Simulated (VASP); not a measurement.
## As: single point with LDA

Crystal: As.

```xyz
1
Lattice="0.0000 2.1131 2.1131 2.1131 0.0000 2.1131 2.1131 2.1131 0.0000" Properties=species:S:1:pos:R:3 pbc="T T T"
As    0.0000    0.0000    0.0000
```

This cell differs from its parent crystal: volume scaled by 1.04.

```
Program                : VASP 6.6.1
Task                   : single point
Functional             : LDA
Potentials or basis    : VASP PAW LDA potentials, release 64 (As)
Cutoff                 : 520 eV
k mesh                 : 15 × 15 × 15
Occupations            : fermi-dirac, width 0.1 eV
Spin                   : no spin polarisation
Dipole correction      : no
Further INCAR settings : ALGO = Normal; EDIFF = 1e-06; NBANDS = 8
```

The pressure is -3.2 GPa.

Levels at points of the mesh, in eV from the Fermi level:
```tsv
k point	band 1	band 2	band 3	band 4	band 5	band 6
(0.00, 0.00, 0.00)	-15.26	5.71	5.71	5.71	12.41	12.41
```

Wall time 13 s on 1 thread of Intel Xeon 8259CL, on a shared host, peak memory 0.14 GiB.
